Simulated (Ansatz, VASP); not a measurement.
## TiO2: VASP beside Ansatz

```
Ti O
1.0
    -1.79610    1.79610    5.52193
     1.79610   -1.79610    5.52193
     1.79610    1.79610   -5.52193
Ti O
2 4
Direct
  0.00000 0.00000 0.00000
  0.75000 0.25000 0.50000
  0.21545 0.21545 0.00000
  0.96545 0.46545 0.50000
  0.53455 0.03455 0.50000
  0.78455 0.78455 0.00000
```

Alike in both runs: task single point; functional PBE; k mesh 8 × 8 × 8; occupations gaussian, width 0.05 eV; no spin polarisation; Hubbard terms Ti d U = 4.0 eV.

|  | VASP | Ansatz |
| --- | --- | --- |
| version | VASP 6.6.1 | Ansatz 0.2.0 |
| potentials or method | VASP PAW PBE potentials, release 64 (Ti_sv, O), cutoff 520 eV | scalar-relativistic, plane waves, PAW |
| valence electrons in the cell | 48 | 48 |

|  | VASP | Ansatz | Ansatz less VASP |
| --- | --- | --- | --- |
| gap on the k mesh at the Fermi level (eV) | 2.59 | 2.45 | -0.136 |
| least direct gap on the mesh (eV) | 2.85 | 2.83 | -0.024 |
| pressure (GPa) | 17.6 | 12.8 | -4.84 |
| traceless stress, the component that is largest in VASP (GPa) | -29.67 | -25.08 | +4.594 |
| rms of the force components (eV/Å) | 1.044 | 1.005 | -0.0384 |

The programs project onto different local orbitals, so the same U acts differently, and such runs can settle in different states. Atom by atom the forces differ by 0.038 eV/Å (rms over components).
